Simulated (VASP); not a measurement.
A run of VASP 6.6.1 is set up as follows.

The input INCAR:

```
SYSTEM = Cu6H
PREC = Accurate ; ENCUT = 520
EDIFF = 1E-7 ; ISMEAR = 0
SIGMA = 0.1 ; LREAL = .FALSE.
LASPH = .TRUE. ; NELM = 60
ALGO = Fast ; ISIF = 2
LWAVE = .FALSE. ; LCHARG = .FALSE.
LDIPOL = .TRUE. ; IDIPOL = 3
DIPOL = 0.5 0.5 0.289 ; GGA = PE
NBANDS = 80
```

File KPOINTS:

```
Automatic mesh
0
G
  5 5 1
  0 0 0
```

File POSCAR:

```
Cu6H
1.0
    5.1332392722      0.0000000000      0.0000000000
    0.0000000000      5.1332392722      0.0000000000
    0.0000000000      0.0000000000     21.5289058579
Cu H
12 2
Direct
    0.2500000000      0.2500000000      0.1857967157
    0.2500000000      0.7500000000      0.1857967157
    0.7500000000      0.2500000000      0.1857967157
    0.7500000000      0.7500000000      0.1857967157
    0.0000000000      0.0000000000      0.2677566944
    0.0000000000      0.5000000000      0.2677566944
    0.5000000000      0.0000000000      0.2677566944
    0.5000000000      0.5000000000      0.2677566944
    0.2500000000      0.2500000000      0.3497114952
    0.2500000000      0.7500000000      0.3497114952
    0.7500000000      0.2500000000      0.3497114952
    0.7500000000      0.7500000000      0.3497114952
    0.1866871516      1.0000000000      0.4152048375
    0.3133128484      1.0000000000      0.4152048375
```

Potentials or basis: VASP PAW PBE potentials, release 64 (Cu, H).

Command:

```bash
$ cat potpaw_PBE.64/Cu/POTCAR potpaw_PBE.64/H/POTCAR > POTCAR
$ mpirun -np 1 vasp_std > vasp.out
```

(1) Predict the band gap on the k mesh.

(2) Predict the largest force.

Results:

(1) zero (bands 67 and 68 overlap by 0.90 eV).

(2) 6.511 eV/Å.
